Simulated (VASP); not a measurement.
# LiCl in VASP: notebook, part 2 of 2

VASP 6.6.1. The steps go on from the part before.

## Step 4: Single point, PBEsol+D4

This run uses another cell than the first one, of 15.93 Å³/atom, 1.027 times its volume.

INCAR reads:

```
PREC = Accurate
ENCUT = 520
EDIFF = 1E-6
ISMEAR = -1
SIGMA = 0.05
LREAL = False
LASPH = True
NELM = 100
ALGO = Normal
ISIF = 2
LWAVE = False
LCHARG = False
GGA = PS
IVDW = 13
NBANDS = 12
```

KPOINTS reads:

```
Automatic mesh
0
Gamma
  9 9 9
```

POSCAR reads:

```
LiCl
1.0
    0.0000000000      2.5163016772      2.5163016772
    2.5163016772      0.0000000000      2.5163016772
    2.5163016772      2.5163016772      0.0000000000
Cl Li
1 1
Direct
    0.5000000000      0.5000000000      0.5000000000
    0.0000000000      0.0000000000      0.0000000000
```

Potentials or basis: VASP PAW PBE potentials, release 64 (Cl, Li_sv).

On the command line:

```
$ cat potpaw_PBE.64/Cl/POTCAR potpaw_PBE.64/Li_sv/POTCAR > POTCAR
$ mpirun -np 1 vasp_std > vasp.out
```

OUTCAR:

```text
PREC = Accurate
   ENCUT = 520
   EDIFF = 1E-6
   ISMEAR = -1
   LREAL = False
   LASPH = True
   NELM = 100
   ISIF = 2
   GGA = PS
   IVDW = 13

 ion  position               nearest neighbor table
   1  0.500  0.500  0.500-   2 2.52   2 2.52   2 2.52   2 2.52   2 2.52   2 2.52
   2  0.000  0.000  0.000-   1 2.52   1 2.52   1 2.52   1 2.52   1 2.52   1 2.52

  LATTYP: Found a face centered cubic cell.
 ALAT       =     5.0326033544

  Lattice vectors:

 A1 = (   0.0000000000,   2.5163016772,   2.5163016772)
 A2 = (   2.5163016772,   0.0000000000,   2.5163016772)
 A3 = (   2.5163016772,   2.5163016772,   0.0000000000)

Analysis of symmetry for initial positions (statically):
=====================================================================
 Subroutine PRICEL returns:
 Original cell was already a primitive cell.

 Routine SETGRP: Setting up the symmetry group for a
 face centered cubic supercell.

 Subroutine GETGRP returns: Found 48 space group operations
 (whereof 48 operations were pure point group operations)
 out of a pool of 48 trial point group operations.

The static configuration has the point symmetry O_h .

Analysis of symmetry for dynamics (positions and initial velocities):
=====================================================================
 Subroutine PRICEL returns:
 Original cell was already a primitive cell.

 Routine SETGRP: Setting up the symmetry group for a
 face centered cubic supercell.

 Subroutine GETGRP returns: Found 48 space group operations
 (whereof 48 operations were pure point group operations)
 out of a pool of 48 trial point group operations.

The dynamic configuration has the point symmetry O_h .

 Subroutine INISYM returns: Found 48 space group operations
 (whereof 48 operations are pure point group operations),
 and found     1 'primitive' translations

----------------------------------------------------------------------------------------

                                     Primitive cell

  volume of cell :      31.8653

[... 117 lines left out ...]
   LEPSILON=     F    determine dielectric tensor
   LRPA    =     F    only Hartree local field effects (RPA)
 non-spin polarized calculation
  energy-cutoff  :      520.00
  volume of cell :       31.87
 maximum number of plane-waves:       881
   NGX = 13   NGY = 13   NGZ = 13

 number of electron      10.0000000 magnetization

 number of electron       9.9999993 magnetization

 Free energy of the ion-electron system (eV)
  ---------------------------------------------------
  ext. energy  EPLUGINS =         0.00000000
  ---------------------------------------------------
  free energy    TOTEN  =        -7.63774821 eV

  energy without entropy =       -7.63774821  energy(sigma->0) =       -7.63774821

 E-fermi :   2.2109     XC(G=0):  -9.1617

 val. band max:        0.9803157202   @ k =   0.0000   0.0000   0.0000
 cond. band min:       7.4547513366   @ k =   0.0000   0.0000   0.0000
 fundamental gap:      6.4744356164
 Fermi energy:         2.2108876319

 k-point     1 :       0.0000    0.0000    0.0000
  band No.  band energies     occupation
      1     -41.7451      2.00000
      2     -12.6253      2.00000
      3       0.9803      2.00000
      4       0.9803      2.00000
      5       0.9803      2.00000
      6       7.4548      0.00000
      7      12.8358      0.00000
      8      12.8358      0.00000
      9      12.8358      0.00000
     10      15.7202      0.00000
     11      15.7202      0.00000
     12      15.7272      0.00000
[... 331 lines left out ...]
 k-point    24 :       0.4444    0.4444    0.0000
  band No.  band energies     occupation
      1     -41.7399      2.00000
      2     -11.7053      2.00000
      3      -2.1591      2.00000
      4      -0.2238      2.00000
      5      -0.2238      2.00000
      6       8.9322      0.00000
      7       9.0440      0.00000
      8      13.4570      0.00000
      9      15.2357      0.00000
     10      15.2357      0.00000
     11      18.1506      0.00000
     12      20.0701      0.00000

 [... further k-points ...]

------------------------ aborting loop because EDIFF is reached ----------------------------------------

  DFT-D4 for vdW energy calculation

  Edisp (eV):   -0.14552

  FORCE on cell =-STRESS in cart. coord.  units (eV):
  Direction    XX          YY          ZZ          XY          YZ          ZX
  --------------------------------------------------------------------------------------
  -------------------------------------------------------------------------------------
  Total      -0.01346    -0.01346    -0.01346    -0.00000     0.00000    -0.00000
  in kB      -0.67653    -0.67653    -0.67653    -0.00000     0.00000    -0.00000
  external pressure =       -0.68 kB  Pullay stress =        0.00 kB

 VOLUME and BASIS-vectors are now :
 -----------------------------------------------------------------------------
  energy-cutoff  :      520.00
  volume of cell :       31.87
      direct lattice vectors                 reciprocal lattice vectors
     0.000000000  2.516301677  2.516301677    -0.198704315  0.198704315  0.198704315
     2.516301677  0.000000000  2.516301677     0.198704315 -0.198704315  0.198704315
     2.516301677  2.516301677  0.000000000     0.198704315  0.198704315 -0.198704315

 POSITION                                       TOTAL-FORCE (eV/Angst)
 -----------------------------------------------------------------------------------
      2.51630      2.51630      2.51630         0.000000      0.000000      0.000000
      0.00000      0.00000      0.00000        -0.000000     -0.000000     -0.000000
 -----------------------------------------------------------------------------------
    total drift:                                0.000000      0.000000      0.000000

  FREE ENERGIE OF THE ION-ELECTRON SYSTEM (eV)
  ---------------------------------------------------
  free  energy   TOTEN  =        -7.7832646560 eV

  energy  without entropy=       -7.7832646560  energy(sigma->0) =       -7.78326466
```

OSZICAR:

```text
N       E                     dE             d eps       ncg     rms          rms(c)
DAV:   1     0.377654930402E+02    0.37765E+02   -0.42063E+03   840   0.781E+02
DAV:   2    -0.548433048059E+01   -0.43250E+02   -0.41335E+02  1040   0.144E+02
DAV:   3    -0.763386140496E+01   -0.21495E+01   -0.21434E+01  1112   0.330E+01
DAV:   4    -0.768860772933E+01   -0.54746E-01   -0.54735E-01  1140   0.536E+00
DAV:   5    -0.768901499828E+01   -0.40727E-03   -0.40726E-03  1124   0.453E-01    0.237E+00
DAV:   6    -0.763747929254E+01    0.51536E-01   -0.98275E-02  1032   0.147E+00    0.160E+00
DAV:   7    -0.763608078893E+01    0.13985E-02   -0.32398E-02  1280   0.967E-01    0.761E-01
DAV:   8    -0.763773837001E+01   -0.16576E-02   -0.31662E-03  1056   0.397E-01    0.106E-01
DAV:   9    -0.763772532491E+01    0.13045E-04   -0.12130E-04  1068   0.779E-02    0.326E-02
DAV:  10    -0.763774754626E+01   -0.22221E-04   -0.37041E-05   980   0.432E-02    0.245E-02
DAV:  11    -0.763774820670E+01   -0.66044E-06   -0.45579E-06  1056   0.139E-02
   1 F= -.77832647E+01 E0= -.77832647E+01  d E =-.218896E-11
```

Run time: 5.6 s. Hardware: 1 thread of Intel Xeon 6975P-C (Granite Rapids), shared host; peak memory 0.15 GiB.

What came out:

| Property | Result |
| --- | --- |
| Free energy | -7.7833 eV |
| Band gap on the k mesh | 6.47 eV, direct |
| Dispersion energy per atom | -0.073 eV |

Levels at points of the mesh, in eV from the valence-band top:
```
           k point  band 1  band 2  band 3  band 4  band 5  band 6  band 7  band 8  band 9  band 10
(0.00, 0.00, 0.00)  -42.73  -13.61    0.00    0.00    0.00    6.47   11.86   11.86   11.86    14.74
```

Caveat: the cutoff is under 1.25 times the usual one of these potentials, so pressure, stress and relaxed cells hold a basis-set (Pulay) error; the PAW data sets were made with another functional, which shifts forces and pressure a little.

## Step 5: Single point, revPBE

This run uses another cell than the first one, of 16.87 Å³/atom, 1.088 times its volume.

INCAR reads:

```
SYSTEM = LiCl
PREC = Accurate
ENCUT = 520
EDIFF = 1E-6
ISMEAR = 0
SIGMA = 0.05
LREAL = .FALSE.
LASPH = .TRUE.
NELM = 80
ALGO = Normal
ISIF = 2
LWAVE = .FALSE.
LCHARG = .TRUE.
GGA = RE
LELF = .TRUE.
LVHAR = .TRUE.
NBANDS = 12
```

KPOINTS reads:

```
Automatic mesh
0
G
  9 9 9
  0 0 0
```

POSCAR reads:

```
LiCl
1.0
    0.0000000000      2.5647700000      2.5647700000
    2.5647700000      0.0000000000      2.5647700000
    2.5647700000      2.5647700000      0.0000000000
Cl Li
1 1
Direct
    0.5000000000      0.5000000000      0.5000000000
    0.0000000000      0.0000000000      0.0000000000
```

On the command line:

```
$ cat potpaw_PBE.64/Cl/POTCAR potpaw_PBE.64/Li_sv/POTCAR > POTCAR
$ mpirun -np 1 vasp_std > vasp.out
```

Run time: 10 s. Hardware: 1 thread of Intel Xeon Platinum 8488C (Sapphire Rapids), shared host; peak memory 0.15 GiB.

The run converged. Its results:

```
Free energy            : -7.0105 eV
Band gap on the k mesh : 6.54 eV, direct
```

Levels at points of the mesh, in eV from the valence-band top:
| k point | band 1 | band 2 | band 3 | band 4 | band 5 | band 6 | band 7 | band 8 | band 9 | band 10 |
| --- | --- | --- | --- | --- | --- | --- | --- | --- | --- | --- |
| (0.00, 0.00, 0.00) | -43.72 | -13.39 | 0.00 | 0.00 | 0.00 | 6.54 | 12.01 | 12.01 | 12.01 | 14.65 |

Caveat: the cutoff is under 1.25 times the usual one of these potentials, so pressure, stress and relaxed cells hold a basis-set (Pulay) error; the PAW data sets were made with another functional, which shifts forces and pressure a little. A k mesh can miss the band edges.

## Step 6: Single point, PBE+D4, collinear spin, zero start (atoms moved at random)

INCAR reads:

```
SYSTEM = LiCl
PREC = Accurate ; ENCUT = 520
EDIFF = 1E-6 ; ISMEAR = 0
SIGMA = 0.02 ; LREAL = .False.
LASPH = .True. ; NELM = 150
ALGO = Normal ; ISIF = 2
LWAVE = .False. ; LCHARG = .True.
ISPIN = 2 ; MAGMOM = 0 0
LORBIT = 11 ; GGA = PE
IVDW = 13 ; LELF = .True.
LVHAR = .True. ; NBANDS = 16
```

KPOINTS reads:

```
Automatic mesh
0
Gamma
  7 7 7
  0 0 0
```

POSCAR reads:

```
LiCl
1.0
    0.0000000000      2.5647700000      2.5647700000
    2.5647700000      0.0000000000      2.5647700000
    2.5647700000      2.5647700000      0.0000000000
Cl Li
1 1
Direct
    0.5063450000      0.5093460000      0.4920520000
    0.0038980000     -0.0024430000      0.0060080000
```

Potentials or basis: VASP PAW PBE potentials, release 64 (Cl, Li_sv).

On the command line:

```
$ cat potpaw_PBE.64/Cl/POTCAR potpaw_PBE.64/Li_sv/POTCAR > POTCAR
$ mpirun -np 1 vasp_std > vasp.out
```

OUTCAR:

```text
SYSTEM = LiCl
   PREC = Accurate
   ENCUT = 520
   EDIFF = 1E-6
   ISMEAR = 0
   LREAL = .False.
   LASPH = .True.
   NELM = 150
   ISIF = 2
   ISPIN = 2
   LORBIT = 11
   GGA = PE
   IVDW = 13

 ion  position               nearest neighbor table
   1  0.506  0.509  0.492-   2 2.53   2 2.54   2 2.56   2 2.57   2 2.59   2 2.60
   2  0.004  0.998  0.006-   1 2.53   1 2.54   1 2.56   1 2.57   1 2.59   1 2.60

  LATTYP: Found a face centered cubic cell.
 ALAT       =     5.1295400000

  Lattice vectors:

 A1 = (   0.0000000000,   2.5647700000,   2.5647700000)
 A2 = (   2.5647700000,   0.0000000000,   2.5647700000)
 A3 = (   2.5647700000,   2.5647700000,   0.0000000000)

Analysis of symmetry for initial positions (statically):
=====================================================================
 Subroutine PRICEL returns:
 Original cell was already a primitive cell.

 Routine SETGRP: Setting up the symmetry group for a
 face centered cubic supercell.

 Subroutine GETGRP returns: Found  1 space group operations
 (whereof  1 operations were pure point group operations)
 out of a pool of 48 trial point group operations.

[... 1104 lines left out ...]

 [... further k-points ...]

------------------------ aborting loop because EDIFF is reached ----------------------------------------

  DFT-D4 for vdW energy calculation

  Edisp (eV):   -0.24357

  FORCE on cell =-STRESS in cart. coord.  units (eV):
  Direction    XX          YY          ZZ          XY          YZ          ZX
  --------------------------------------------------------------------------------------
  -------------------------------------------------------------------------------------
  Total      -0.19255    -0.18529    -0.18105    -0.00015     0.00030     0.00009
  in kB      -9.14270    -8.79788    -8.59671    -0.00711     0.01437     0.00412
  external pressure =       -8.85 kB  Pullay stress =        0.00 kB

 VOLUME and BASIS-vectors are now :
 -----------------------------------------------------------------------------
  energy-cutoff  :      520.00
  volume of cell :       33.74
      direct lattice vectors                 reciprocal lattice vectors
     0.000000000  2.564770000  2.564770000    -0.194949255  0.194949255  0.194949255
     2.564770000  0.000000000  2.564770000     0.194949255 -0.194949255  0.194949255
     2.564770000  2.564770000  0.000000000     0.194949255  0.194949255 -0.194949255

 POSITION                                       TOTAL-FORCE (eV/Angst)
 -----------------------------------------------------------------------------------
      2.56836      2.56066      2.60501         0.003594      0.019340     -0.023947
      2.57391      0.02541      2.56850        -0.003594     -0.019340      0.023947
 -----------------------------------------------------------------------------------
    total drift:                                0.000033     -0.000357     -0.000005

  FREE ENERGIE OF THE ION-ELECTRON SYSTEM (eV)
  ---------------------------------------------------
  free  energy   TOTEN  =        -7.6285673988 eV

  energy  without entropy=       -7.6285673988  energy(sigma->0) =       -7.62856740

 total charge

# of ion       s       p       d       tot
------------------------------------------
    1        1.589   3.593   0.000   5.182
    2        2.006   0.034   0.000   2.040
--------------------------------------------------
tot          3.596   3.627   0.000   7.222

 magnetization (x)

# of ion       s       p       d       tot
------------------------------------------
    1       -0.000  -0.000   0.000  -0.000
    2       -0.000  -0.000   0.000  -0.000
--------------------------------------------------
tot         -0.000  -0.000   0.000  -0.000
```

OSZICAR:

```text
N       E                     dE             d eps       ncg     rms          rms(c)
DAV:   1     0.381623720010E+02    0.38162E+02   -0.39228E+03 11008   0.574E+02
DAV:   2    -0.523305504502E+01   -0.43395E+02   -0.41252E+02 15112   0.122E+02
DAV:   3    -0.740912563184E+01   -0.21761E+01   -0.21710E+01 14888   0.262E+01
DAV:   4    -0.744939118325E+01   -0.40266E-01   -0.40260E-01 14464   0.365E+00
DAV:   5    -0.745002756584E+01   -0.63638E-03   -0.63638E-03 15048   0.393E-01    0.239E+00
DAV:   6    -0.737926138589E+01    0.70766E-01   -0.12463E-01 15536   0.137E+00    0.169E+00
DAV:   7    -0.738098637739E+01   -0.17250E-02   -0.42513E-02 17504   0.890E-01    0.939E-01
DAV:   8    -0.738501427566E+01   -0.40279E-02   -0.61273E-03 14184   0.425E-01    0.215E-01
DAV:   9    -0.738494028221E+01    0.73993E-04   -0.24292E-04 15088   0.868E-02    0.716E-02
DAV:  10    -0.738499649819E+01   -0.56216E-04   -0.10162E-04 14056   0.519E-02    0.576E-02
DAV:  11    -0.738499561413E+01    0.88406E-06   -0.13866E-05 15528   0.196E-02    0.583E-03
DAV:  12    -0.738499568539E+01   -0.71260E-07   -0.64450E-07 11032   0.478E-03
   1 F= -.76285674E+01 E0= -.76285674E+01  d E =-.435405E-28  mag=     0.0000
```

stdout:

```text
POSCAR found type information on POSCAR ClLi
 POSCAR found :  2 types and       2 ions
 scaLAPACK will be used
 LDA part: xc-table for (Slater+PW92), standard interpolation
 POSCAR, INCAR and KPOINTS ok, starting setup
 FFT: planning ... GRIDC
 FFT: planning ... GRID_SOFT
 FFT: planning ... GRID
 WAVECAR not read
 entering main loop
```

Run time: 1.8 min. Hardware: 1 thread of Intel Xeon Platinum 8488C (Sapphire Rapids), shared host; peak memory 0.25 GiB.

What came out:

```yaml
Free_energy: -7.6286 eV
Largest_force: 0.031 eV/Å
Band_gap_on_the_k_mesh: 6.34 eV, direct
Net_moment: 0.00 μB per cell
Valence_electrons_inside_the_program's_atomic_spheres: Cl 5.18; Li 2.04
Dispersion_energy_per_atom: -0.122 eV
```

Forces on the atoms (eV/Å):
```
Cl   0.004  0.019 -0.024
Li  -0.004 -0.019  0.024
```

Caveat: the cell differs from its parent crystal (atoms moved at random); the cutoff is under 1.25 times the usual one of these potentials, so pressure, stress and relaxed cells hold a basis-set (Pulay) error.

## Step 7: Overview

| level | spin | cell | k mesh | smearing | gap on the mesh (eV) |
| --- | --- | --- | --- | --- | --- |
| PBEsol+D3(BJ) | off | a = 3.527 Å, angles 60.0°, 2 atoms | 9 × 9 × 9 | fermi-dirac 0.05 eV | 6.64 |
| PBEsol | off | a = 3.580 Å, angles 60.0°, 2 atoms | 9 × 9 × 9 | fermi-dirac 0.05 eV | 6.36 |
| PBEsol+D4 | off | a = 3.559 Å, angles 60.0°, 2 atoms | 9 × 9 × 9 | fermi-dirac 0.05 eV | 6.47 |
| revPBE | off | a = 3.627 Å, angles 60.0°, 2 atoms | 9 × 9 × 9 | gaussian 0.05 eV | 6.54 |
| PBE+D4 | collinear, zero start | a = 3.627 Å, angles 60.0°, 2 atoms | 7 × 7 × 7 | gaussian 0.02 eV | 6.34 |

Some of these runs hold the atoms at other places in the same cell, which the table doesn't show; runs alike in all that it shows share one row.

Alike in all rows: task single point; potentials or basis VASP PAW PBE potentials, release 64 (Cl, Li_sv); cutoff (eV) 520.

Caveats: the cutoff is under 1.25 times the usual one of these potentials, so pressure, stress and relaxed cells hold a basis-set (Pulay) error; the PAW data sets were made with another functional, which shifts forces and pressure a little (some runs); three body term missing (some runs).

Total energies depend on the potentials used, so only differences within one code and one set of settings carry meaning.
